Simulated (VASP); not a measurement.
Write the native input for VASP 6.6.1 that does the following.

| Property | Result |
| --- | --- |
| Task | relaxation of cell and atoms |
| Functional | PBE |
| Potentials or basis | VASP PAW PBE potentials, release 64 (W_sv, Br, F) |
| Cutoff | 600 eV |
| k mesh | 3 × 3 × 3 |
| Occupations | gaussian, width 0.15 eV |
| Spin | no spin polarisation |
| Dipole correction | no |
| Further INCAR settings | ALGO = Normal; EDIFF = 1e-07; IBRION = 2; EDIFFG = -0.08; NSW = 36; ISIF = 3 |

The structure of WBr4F2 lies in POSCAR:

```
WBr4F2
1.0
   -3.5000000000      3.5000000000      3.4600000000
    3.5000000000     -3.5000000000      3.4600000000
    3.5000000000      3.5000000000     -3.4600000000
W Br F
1 4 2
Direct
    0.0000000000      0.0000000000      0.0000000000
    0.2475000000      0.7525000000      0.0000000000
    0.7525000000      0.2475000000      0.0000000000
    0.7525000000      0.7525000000      0.5050000000
    0.2475000000      0.2475000000      0.4950000000
    0.7330000000      0.7330000000      0.0000000000
    0.2670000000      0.2670000000      0.0000000000
```

One way to write it, as run:

INCAR

```
PREC = Accurate ; ENCUT = 600
EDIFF = 1E-7 ; ISMEAR = 0
SIGMA = 0.15 ; LREAL = F
LASPH = T ; NELM = 80
ALGO = Normal ; ISIF = 3
LWAVE = F ; LCHARG = F
GGA = PE ; IBRION = 2
NSW = 36 ; EDIFFG = -0.08
```

KPOINTS

```
regular mesh
0
Gamma
  3 3 3
```

Potentials or basis: VASP PAW PBE potentials, release 64 (W_sv, Br, F).

Command:

```console
$ cat potpaw_PBE.64/W_sv/POTCAR potpaw_PBE.64/Br/POTCAR potpaw_PBE.64/F/POTCAR > POTCAR
$ mpirun -np 1 vasp_std > vasp.out
```

Results of the run:

| Property | Result |
| --- | --- |
| Relaxed volume | 33.75 Å³/atom |
| Relaxed cell | a = 6.746 Å, b = 6.746 Å, c = 6.746 Å, α = 110.21°, β = 110.21°, γ = 108.01° |
| Space group after relaxing (to 0.1 Å) | I4/mmm (No. 139) |
| Energy gained by relaxing | 99.9 meV/atom |
| Ionic steps | 9 |
| Pressure after relaxing | 0.0 GPa |
| Largest force after relaxing | 0.009 eV/Å |
| Band gap on the k mesh | 0.86 eV (least direct gap 0.94 eV) |

Caveat: the k points lie up to 0.38 Å⁻¹ apart in the final cell; the volume moved by over 15 % at a fixed basis, so the end points are rough; spin-orbit coupling is left out, which moves the levels of the heavy elements; this functional lacks dispersion, which binds layers or chains, so the pressure and a relaxed spacing across them are unreliable.

Run time: 15 min on 1 thread of Oxide Virtual Turin-like Processor, with other jobs on the host, peak memory 0.33 GiB.
